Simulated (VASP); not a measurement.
InSb (CsCl type), 2 atoms in the cell. The structure is cubic, space group Pm-3m (No. 221). Conventional cell: a = 3.806 Å, b = 3.806 Å, c = 3.806 Å, α = 90.00°, β = 90.00°, γ = 90.00°. Within 4.3 Å of In (site symmetry m-3m) lie 8 Sb at 3.30 Å and 6 In at 3.81 Å. Within 4.3 Å of Sb (site symmetry m-3m) lie 8 In at 3.30 Å and 6 Sb at 3.81 Å. 

| Item | Value |
| --- | --- |
| Program | VASP 6.6.1 |
| Task | single point |
| Functional | r2SCAN |
| Potentials or basis | VASP PAW PBE potentials, release 64 (In_d, Sb) |
| Cutoff | 550 eV |
| k mesh | 11 × 11 × 11 |
| Occupations | fermi-dirac, width 0.08 eV |
| Spin | collinear spin, zero start |
| Starting moments | [0.0, 0.0] μB |
| Dipole correction | no |
| Further INCAR settings | ALGO = Normal; EDIFF = 1e-06; NBANDS = 20 |

Potentials or basis: VASP PAW PBE potentials, release 64 (In_d, Sb).

Run with:

```bash
$ cat potpaw_PBE.64/In_d/POTCAR potpaw_PBE.64/Sb/POTCAR > POTCAR
$ cp INCAR.step1 INCAR
$ mpirun -np 1 vasp_std > vasp.out
$ cp INCAR.step2 INCAR
$ mpirun -np 1 vasp_std > vasp.out
```

Hardware: 1 thread of Intel Xeon 8259CL, on a shared host.

Estimate the wall time of this run.

It took 11 min on 1 thread of Intel Xeon 8259CL, with other jobs on the host, peak memory 0.27 GiB. Counts: k points 56.
